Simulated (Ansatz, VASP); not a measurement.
## Two plane-wave programs on LaOsN3

```
La Os N
1.0
     3.95056    0.00000    0.00000
     0.00000    3.95056    0.00000
     0.00000    0.00000    3.95056
La Os N
1 1 3
Direct
  0.50000 0.50000 0.50000
  0.00000 0.00000 0.00000
  0.50000 0.00000 0.00000
  0.00000 0.50000 0.00000
  0.00000 0.00000 0.50000
```

Alike in both runs: task single point; functional LDA; k mesh 7 × 7 × 7; occupations methfessel-paxton of order 1, width 0.3 eV; no spin polarisation.

|  | VASP | Ansatz |
| --- | --- | --- |
| version | VASP 6.6.1 | Ansatz 0.2.0 |
| potentials or method | VASP PAW LDA potentials, release 64 (La, Os_sv_GW, N) | plane waves, PAW |
| plane-wave cutoff (eV) | 700 | 420 |
| valence electrons in the cell | 42 | 42 |

|  | VASP | Ansatz | Ansatz less VASP |
| --- | --- | --- | --- |
| pressure (GPa) | -12.7 | -13.8 | -1.04 |

LDA's correlation is that of Perdew and Zunger in VASP and of Perdew and Wang (1992) in Ansatz.

Spin-orbit coupling is off throughout.
